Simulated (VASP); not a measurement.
Write the native input for VASP 6.6.1 that does the following.

```
Task                   : electric field gradients
Functional             : LDA
Potentials or basis    : VASP PAW LDA potentials, release 64 (Ta_pv, S)
Cutoff                 : 400 eV
k mesh                 : 9 × 9 × 5
Occupations            : fermi-dirac, width 0.03 eV
Spin                   : no spin polarisation
Dipole correction      : no
Further INCAR settings : ALGO = Normal; EDIFF = 1e-08; NBANDS = 18
```

The structure of TaS2 lies in POSCAR:

```
TaS2
1.0
    3.3387980164      0.0000000000      0.0000000000
   -1.6693990082      2.8914839004      0.0000000000
    0.0000000000      0.0000000000      5.8404011914
Ta S
1 2
Direct
    0.0000000000      0.0000000000      0.0000000000
    0.3333333333      0.6666666667      0.2500000000
    0.6666666667      0.3333333333      0.7500000000
```

This cell differs from its parent crystal: volume scaled by 0.99.

These files were run (other wordings do the same):

INCAR

```
SYSTEM = TaS2
PREC = Accurate ; ENCUT = 400
EDIFF = 1E-8 ; ISMEAR = -1
SIGMA = 0.03 ; LREAL = .False.
LASPH = .True. ; NELM = 120
ALGO = Normal ; ISIF = 2
LWAVE = .False. ; LCHARG = .False.
GGA = CA ; LEFG = .True.
NBANDS = 18 ; GGA_COMPAT = .False.
```

KPOINTS

```
regular mesh
0
Gamma
  9 9 5
  0 0 0
```

Potentials or basis: VASP PAW LDA potentials, release 64 (Ta_pv, S).

Launch:

```bash
$ cat potpaw_LDA.64/Ta_pv/POTCAR potpaw_LDA.64/S/POTCAR > POTCAR
$ mpirun -np 1 vasp_std > vasp.out
```

Results of the run:

| Quantity | Value |
| --- | --- |
| Pressure | 3.2 GPa |
| Largest force | 1.004 eV/Å |

Caveat: without QUAD_EFG the Cq values of the log hold for a quadrupole moment of 1 mb, not for the nuclei; forces of over 1 eV/Å act on the atoms, so gaps and moduli don't describe the material at rest.

Wall time 44 s on 1 thread of AMD EPYC 7R43 64-Core Processor (Zen 3) (shared host), peak memory 0.12 GiB.
